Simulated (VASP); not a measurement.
Write the native input for VASP 6.6.1 that does the following.

```yaml
Task: single point
Functional: PBE
Potentials_or_basis: VASP PAW PBE potentials, release 64 (Pd)
Cutoff: 500 eV
k_mesh: 9 × 9 × 9
Occupations: fermi-dirac, width 0.01 eV
Spin: no spin polarisation
Dipole_correction: no
Further_INCAR_settings: ALGO = Normal; EDIFF = 1e-06; NBANDS = 11
```

The structure of Pd lies in POSCAR:

```
Pd
1.0
    0.0000000000      1.9692932762      1.9692932762
    1.9692932762      0.0000000000      1.9692932762
    1.9692932762      1.9692932762      0.0000000000
Pd
1
Direct
    0.0000000000      0.0000000000      0.0000000000
```

One way to write it, as run:

INCAR

```
SYSTEM = Pd
  ALGO = Normal
  EDIFF = 1E-6
  ENCUT = 500
  GGA = PE
  GGA_COMPAT = .False.
  ISIF = 2
  ISMEAR = -1
  LASPH = .True.
  LCHARG = .False.
  LREAL = .False.
  LWAVE = .False.
  NBANDS = 11
  NELM = 120
  PREC = Accurate
  SIGMA = 0.01
```

KPOINTS

```
k-points
0
Gamma
  9 9 9
  0 0 0
```

Potentials or basis: VASP PAW PBE potentials, release 64 (Pd).

Launch:

```sh
$ cat potpaw_PBE.64/Pd/POTCAR > POTCAR
$ mpirun -np 1 vasp_std > vasp.out
```

It gave:

```
Pressure               : -0.3 GPa
Band gap on the k mesh : zero (band 5 reaches 9.35 eV, above the bottom of band 6 at 7.96 eV)
```

Run time: 9.3 s on 1 thread of AMD EPYC 7R43 64-Core Processor (Zen 3), with other jobs on the host, peak memory 0.08 GiB.
